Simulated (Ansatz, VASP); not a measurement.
# Two plane-wave programs on Zn

```xyz
2
Lattice="2.5006 0.0000 0.0000 -1.2503 2.1656 0.0000 0.0000 0.0000 4.5999" Properties=species:S:1:pos:R:3 pbc="T T T"
Zn    0.0000    1.4437    1.1500
Zn    1.2503    0.7219    3.4499
```

Alike in both runs: task single point; functional PBEsol; k mesh 23 × 23 × 11; occupations fermi-dirac, width 0.1 eV; no spin polarisation.

|  | VASP | Ansatz |
| --- | --- | --- |
| version | VASP 6.6.1 | Ansatz 0.2.0 |
| potentials or method | VASP PAW PBE potentials, release 64 (Zn), cutoff 520 eV | plane waves (420 eV) with PAW, scalar-relativistic |
| valence electrons in the cell | 24 | 24 |

|  | VASP | Ansatz | Ansatz less VASP |
| --- | --- | --- | --- |
| pressure (GPa) | 17.3 | 16.5 | -0.73 |
| traceless stress, the component that is largest in VASP (GPa) | -4.71 | -4.53 | +0.183 |

VASP's potentials were made for PBE, not for PBEsol, and Ansatz warns of the same on its side. The functional is the same, so the differences come from potentials, cutoffs and numerics.
